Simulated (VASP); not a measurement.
Write the native input for VASP 6.6.1 that does the following.

```yaml
Task: single point
Functional: PBEsol
Potentials_or_basis: VASP PAW PBE potentials, release 64 (Ca_sv, S)
Cutoff: 500 eV
k_mesh: 6 × 6 × 6
Occupations: gaussian, width 0.05 eV
Spin: no spin polarisation
Dipole_correction: no
Further_INCAR_settings: ALGO = Normal; EDIFF = 1e-06; NBANDS = 15
```

The structure of CaS lies in POSCAR:

```
CaS
1.0
    0.0000000000      2.8400000000      2.8400000000
    2.8400000000      0.0000000000      2.8400000000
    2.8400000000      2.8400000000      0.0000000000
Ca S
1 1
Direct
    0.0000000000      0.0000000000      0.0000000000
    0.5000000000      0.5000000000      0.5000000000
```

These files were run (other wordings do the same):

INCAR

```
SYSTEM = CaS
ALGO     = Normal         ! electronic algorithm
EDIFF    = 1E-6           ! SCF threshold, eV
ENCUT    = 500            ! plane-wave cutoff, eV
GGA      = PS             ! functional
GGA_COMPAT= .False.      
ISIF     = 2              ! what is computed and relaxed
ISMEAR   = 0              ! smearing method
LASPH    = .True.         ! aspherical terms in the spheres
LCHARG   = .False.        ! write CHGCAR
LREAL    = .False.        ! projectors in reciprocal space
LWAVE    = .False.        ! write WAVECAR
NBANDS   = 15             ! bands
NELM     = 120            ! most SCF steps
PREC     = Accurate       ! precision mode
SIGMA    = 0.05           ! smearing width, eV
```

KPOINTS

```
k-points
0
Gamma
  6 6 6
  0 0 0
```

Potentials or basis: VASP PAW PBE potentials, release 64 (Ca_sv, S).

The run is started by

```bash
$ cat potpaw_PBE.64/Ca_sv/POTCAR potpaw_PBE.64/S/POTCAR > POTCAR
$ mpirun -np 1 vasp_std > vasp.out
```

It gave:

```
Pressure               : -1.3 GPa
Band gap on the k mesh : 2.21 eV (least direct gap 3.04 eV)
```

Caveat: the PAW data sets were made with another functional, which shifts forces and pressure a little.

It took 5.6 s on 1 thread of Intel(R) Xeon(R) 6975P-C (Granite Rapids) (shared host), peak memory 0.16 GiB.
